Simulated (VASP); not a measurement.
# Ir (P6_3/mmc) in VASP: single point with r2SCAN

Aim: the single point of Ir with r2SCAN.

Program: VASP 6.6.1. These are calculated values, not measurements. Logs are shortened: lines on timing, memory, paths and dates and some standing lists are left out, and cuts for length are marked.

## 1. The cell of the first run

The structure is hexagonal, space group P6_3/mmc (No. 194). The conventional cell has a = 2.834 Å, b = 2.834 Å, c = 4.328 Å, α = 90.00°, β = 90.00°, γ = 120.00°. Ir (site symmetry -6m2) has 12 Ir at 2.71 to 2.83 Å within 3.6 Å.

This isn't the form of Ir at room conditions, which is fcc.

## 2. Single point, r2SCAN (strain +0.030 along x and y, -0.030 along z)

File POSCAR:

```
Ir
1.0
    2.8339192314      0.0000000000      0.0000000000
   -1.4169596157      2.4542460467      0.0000000000
    0.0000000000      0.0000000000      4.3284213000
Ir
2
Direct
    0.6666666667      0.3333333333      0.7500000000
    0.3333333333      0.6666666667      0.2500000000
```

File INCAR.step1:

```
PREC     = Accurate       # precision mode
ENCUT    = 620            # plane-wave cutoff, eV
ISMEAR   = 0              # smearing method
SIGMA    = 0.15           # smearing width, eV
LREAL    = False          # projectors in reciprocal space
LASPH    = True           # aspherical terms in the spheres
NELM     = 120            # most SCF steps
NBANDS   = 24             # bands
GGA      = PE             # functional
ALGO     = Normal         # electronic algorithm
EDIFF    = 1E-5           # SCF threshold, eV
LWAVE    = True           # write WAVECAR
LCHARG   = False          # write CHGCAR
GGA_COMPAT= False
```

File INCAR.step2:

```
PREC     = Accurate       # precision mode
ENCUT    = 620            # plane-wave cutoff, eV
EDIFF    = 1E-6           # SCF threshold, eV
ISMEAR   = 0              # smearing method
SIGMA    = 0.15           # smearing width, eV
LREAL    = False          # projectors in reciprocal space
LASPH    = True           # aspherical terms in the spheres
NELM     = 120            # most SCF steps
ALGO     = Normal         # electronic algorithm
ISIF     = 2              # what is computed and relaxed
LWAVE    = False          # write WAVECAR
LCHARG   = True           # write CHGCAR
METAGGA  = R2SCAN         # meta-GGA
LMIXTAU  = True         
LELF     = True           # ELF
LVHAR    = True         
NBANDS   = 24             # bands
ISTART   = 1            
GGA_COMPAT= False
```

File KPOINTS:

```
Automatic mesh
0
Gamma
  18 18 12
```

Potentials or basis: VASP PAW PBE potentials, release 64 (Ir_sv_GW).

Command:

```bash
$ cat potpaw_PBE.64/Ir_sv_GW/POTCAR > POTCAR
$ cp INCAR.step1 INCAR
$ mpirun -np 1 vasp_std > vasp.out
$ cp INCAR.step2 INCAR
$ mpirun -np 1 vasp_std > vasp.out
```

OUTCAR:

```text
PREC = Accurate
   ENCUT = 620
   EDIFF = 1E-6
   ISMEAR = 0
   LREAL = False
   LASPH = True
   NELM = 120
   ISIF = 2
   METAGGA = R2SCAN
   ISTART = 1

 ion  position               nearest neighbor table
   1  0.667  0.333  0.750-   2 2.71   2 2.71   2 2.71   2 2.71   2 2.71   2 2.71
   2  0.333  0.667  0.250-   1 2.71   1 2.71   1 2.71   1 2.71   1 2.71   1 2.71

  LATTYP: Found a hexagonal cell.
 ALAT       =     2.8339192314
 C/A-ratio  =     1.5273622664

  Lattice vectors:

 A1 = (   2.8339192314,   0.0000000000,   0.0000000000)
 A2 = (  -1.4169596157,   2.4542460467,   0.0000000000)
 A3 = (   0.0000000000,   0.0000000000,   4.3284213000)

Analysis of symmetry for initial positions (statically):
=====================================================================
 Subroutine PRICEL returns:
 Original cell was already a primitive cell.

 Routine SETGRP: Setting up the symmetry group for a
 hexagonal supercell.

 Subroutine GETGRP returns: Found 24 space group operations
 (whereof 12 operations were pure point group operations)
 out of a pool of 24 trial point group operations.

The static configuration has the point symmetry D_3d.
 The point group associated with its full space group is D_6h.

Analysis of symmetry for dynamics (positions and initial velocities):
=====================================================================
 Subroutine PRICEL returns:
 Original cell was already a primitive cell.

 Routine SETGRP: Setting up the symmetry group for a
 hexagonal supercell.

 Subroutine GETGRP returns: Found 24 space group operations
 (whereof 12 operations were pure point group operations)
 out of a pool of 24 trial point group operations.

The dynamic configuration has the point symmetry D_3d.
 The point group associated with its full space group is D_6h.

 Subroutine INISYM returns: Found 24 space group operations
 (whereof 12 operations are pure point group operations),
 and found     1 'primitive' translations

----------------------------------------------------------------------------------------

                                     Primitive cell

  volume of cell :      30.1048

  direct lattice vectors                    reciprocal lattice vectors
     2.833919231  0.000000000  0.000000000     0.352868208  0.203728555  0.000000000
    -1.416959616  2.454246047  0.000000000     0.000000000  0.407457109  0.000000000
     0.000000000  0.000000000  4.328421300     0.000000000  0.000000000  0.231031115

[... 81 lines left out ...]
   ENCUT  =  620.0 eV  45.57 Ry    6.75 a.u.   5.75  5.75  8.79*2*pi/ulx,y,z
   NELM   =    120;   NELMIN=  2; NELMDL=  0     # of ELM steps
   EDIFF  = 0.1E-05   stopping-criterion for ELM
   LREAL  =      F    real-space projection
   EDIFFG = 0.1E-04   stopping-criterion for IOM
   NSW    =      0    number of steps for IOM
   IBRION =     -1    ionic relax: 0-MD 1-quasi-New 2-CG
   NFREE  =      0    steps in history (QN), initial steepest desc. (CG)
   ISIF   =      2    stress and relaxation
   ISYM   =      2    0-nonsym 1-usesym 2-fastsym
   POTIM  = 0.5000    time-step for ionic-motion
   TEBEG  =    0.0;   TEEND  =   0.0 temperature during run
   PSTRESS=    0.0 pullay stress
   NELECT =      34.0000    total number of electrons
   NUPDOWN=      -1.0000    fix difference up-down
   EMIN   =  10.00;   EMAX   =-10.00  energy-range for DOS
   EFERMI =   0.00;   METHOD = LEGACY
   ISMEAR =     0;   SIGMA  =   0.15  broadening in eV -4-tet -1-fermi 0-gaus
   EFERMI_NEDOS =   21; number of points for ismear=-14 and -15
   IALGO  =     38    algorithm
   IMIX   =      4    mixing-type and parameters
     AMIX     =   0.40;   BMIX     =  1.00
     AMIX_MAG =   1.60;   BMIX_MAG =  1.00
  volume/ion in A,a.u.               =      15.05       101.58
  Fermi-wavevector in a.u.,A,eV,Ry     =   1.704863  3.221724 39.546112  2.906557
  Thomas-Fermi vector in A             =   2.784188
   LORBIT       =      0    0 simple, 1 ext, 2 COOP (PROOUT), +10 PAW based schemes
   METAGGA = R2SCAN    functional components
   LHFCALC =     F    Hartree Fock is set to
   AEXX    =    0.0000 exact exchange contribution
   IVDW    =     0    specifies the selected vdW correction
   LEPSILON=     F    determine dielectric tensor
   LRPA    =     F    only Hartree local field effects (RPA)
 non-spin polarized calculation
 Gauss-broadening in eV      SIGMA  =   0.15
  energy-cutoff  :      620.00
  volume of cell :       30.10
 maximum number of plane-waves:      1085
 NGX is ok and might be reduce to    24
   NGX = 11   NGY = 11   NGZ = 17

 number of electron      34.0000000 magnetization

 Free energy of the ion-electron system (eV)
  ---------------------------------------------------
  ext. energy  EPLUGINS =         0.00000000
  ---------------------------------------------------
  free energy    TOTEN  =      -105.49688118 eV

  energy without entropy =     -105.46527874  energy(sigma->0) =     -105.48107996

 E-fermi :  11.6698     XC(G=0): -15.4386

 val. band max:       11.6547538390   @ k =   0.4444   0.0000   0.1667
 cond. band min:      11.6711092747   @ k =   0.3889   0.2222   0.1667
 fundamental gap:      0.0163554357
 Fermi energy:        11.6697801934

 k-point     1 :       0.0000    0.0000    0.0000
  band No.  band energies     occupation
      1     -83.3572      2.00000
      2     -83.2828      2.00000
      3     -39.9993      2.00000
      4     -39.3584      2.00000
      5     -39.3584      2.00000
      6     -39.2183      2.00000
[... 637 lines left out ...]
     23      22.6752      0.00000
     24      24.9088      0.00000

 [... further k-points ...]

------------------------ aborting loop because EDIFF is reached ----------------------------------------

  FORCE on cell =-STRESS in cart. coord.  units (eV):
  Direction    XX          YY          ZZ          XY          YZ          ZX
  --------------------------------------------------------------------------------------
  -------------------------------------------------------------------------------------
  Total       -4.1308254     -4.1308254     -1.1493967      0.0000000      0.0000000      0.0000000
  in kB     -219.8428420   -219.8428420    -61.1709788      0.0000000      0.0000000      0.0000000
  external PRESSURE =    -166.9522209 kB  Pullay stress =       0.0000000 kB

 VOLUME and BASIS-vectors are now :
 -----------------------------------------------------------------------------
  energy-cutoff  :      620.00
  volume of cell :       30.10
      direct lattice vectors                 reciprocal lattice vectors
     2.833919231  0.000000000  0.000000000     0.352868208  0.203728555  0.000000000
    -1.416959616  2.454246047  0.000000000     0.000000000  0.407457109  0.000000000
     0.000000000  0.000000000  4.328421300     0.000000000  0.000000000  0.231031115

 POSITION                                       TOTAL-FORCE (eV/Angst)
 -----------------------------------------------------------------------------------
      1.41696      0.81808      3.24632         0.000000      0.000000      0.000000
     -0.00000      1.63616      1.08211         0.000000     -0.000000      0.000000
 -----------------------------------------------------------------------------------
    total drift:                               -0.000000      0.000000     -0.000000

  FREE ENERGIE OF THE ION-ELECTRON SYSTEM (eV)
  ---------------------------------------------------
  free  energy   TOTEN  =      -105.4968811756 eV

  energy  without entropy=     -105.4652787363  energy(sigma->0) =     -105.48107996
```

It took 8.7 min on 1 thread of Intel Xeon Platinum 8259CL at 2.50GHz (Skylake/Cascade Lake), shared host; peak memory 0.33 GiB.

What came out:

```yaml
Free_energy: -105.4969 eV
Pressure: -16.7 GPa
Band_gap_on_the_k_mesh: zero (bands 17 and 18 overlap by 3.02 eV)
```

Caveat: the cell differs from its parent crystal (strain +0.030 along x and y, -0.030 along z); the stress differs along the axes, from -22 to -6 GPa; the PAW data sets were made with another functional, which shifts forces and pressure a little; spin-orbit coupling is left out, which moves the levels of the heavy elements.
